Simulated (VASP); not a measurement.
Here is a VASP 6.6.1 calculation.

INCAR

```
SYSTEM = TaC
PREC = Accurate
ENCUT = 600
EDIFF = 1E-6
ISMEAR = 0
SIGMA = 0.05
LREAL = .FALSE.
LASPH = .TRUE.
NELM = 120
ALGO = Normal
ISIF = 2
LWAVE = .FALSE.
LCHARG = .TRUE.
GGA = PS
IVDW = 12
LELF = .TRUE.
LVHAR = .TRUE.
NBANDS = 14
GGA_COMPAT = .FALSE.
```

Contents of KPOINTS:

```
Automatic mesh
0
G
  10 10 10
  0 0 0
```

File POSCAR:

```
TaC
1.0
    0.0000000000      2.1900886203      2.1900886203
    2.1900886203      0.0000000000      2.1900886203
    2.1900886203      2.1900886203      0.0000000000
Ta C
1 1
Direct
    0.0000000000      0.0000000000      0.0000000000
    0.5000000000      0.5000000000      0.5000000000
```

Potentials or basis: VASP PAW PBE potentials, release 64 (Ta_pv, C).

Run with:

```bash
$ cat potpaw_PBE.64/Ta_pv/POTCAR potpaw_PBE.64/C/POTCAR > POTCAR
$ mpirun -np 1 vasp_std > vasp.out
```

(1) Predict the band gap on the k mesh.

(2) Estimate the pressure.

Results:

(1) zero (an odd number of electrons rules out a gap without spin polarisation).

(2) 8.6 GPa.

Caveat: the cell stands under pressure; the PAW data sets were made with another functional, which shifts forces and pressure a little; spin-orbit coupling is left out, which moves the levels of the heavy elements.
